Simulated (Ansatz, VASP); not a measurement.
**GaF: VASP beside Ansatz**

```xyz
2
Lattice="3.1659 0.0000 0.0000 0.0000 3.1659 0.0000 0.0000 0.0000 3.1659" Properties=species:S:1:pos:R:3 pbc="T T T"
Ga    0.0000    0.0000    0.0000
F     1.5830    1.5830    1.5830
```

Alike in both runs: task single point; functional PBE0; k mesh 4 × 4 × 4; occupations fermi-dirac, width 0.05 eV; non-collinear spin, spin-orbit coupling.

|  | VASP | Ansatz |
| --- | --- | --- |
| version | VASP 6.6.1 | Ansatz 0.2.0 |
| potentials or method | VASP PAW PBE potentials, release 64 (Ga_d, F) | Ansatz PAW |
| plane-wave cutoff (eV) | 520 | 420 |
| valence electrons in the cell | 20 | 20 |

|  | VASP | Ansatz | Ansatz less VASP |
| --- | --- | --- | --- |
| pressure (GPa) | -0.2 | 0.1 | +0.22 |

The k mesh is coarse, so the values compare programs but aren't converged.
